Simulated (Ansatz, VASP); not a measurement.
**Sn in VASP and in Ansatz**

```
CELL_PARAMETERS angstrom
-1.73823 1.74942 2.46904
1.73823 -1.75587 2.47394
1.73823 1.75587 -2.47394
ATOMIC_POSITIONS crystal
Sn 0.00000 0.00000 0.00000
```

Alike in both runs: task single point; functional PBEsol; k mesh 16 × 16 × 16; occupations gaussian, width 0.1 eV; no spin polarisation.

|  | VASP | Ansatz |
| --- | --- | --- |
| version | VASP 6.6.1 | Ansatz 0.2.0 |
| potentials or method | VASP PAW PBE potentials, release 64 (Sn_d), cutoff 520 eV | scalar-relativistic, plane waves, PAW |
| valence electrons in the cell | 14 | 14 |

|  | VASP | Ansatz | Ansatz less VASP |
| --- | --- | --- | --- |
| gap on the k mesh at the Fermi level (eV) | none | none | - |
| pressure (GPa) | -5.2 | -5.2 | -0.03 |

VASP's potentials were made for PBE, not for PBEsol. A gap of «none» marks a metal or a gap that the smearing closes.
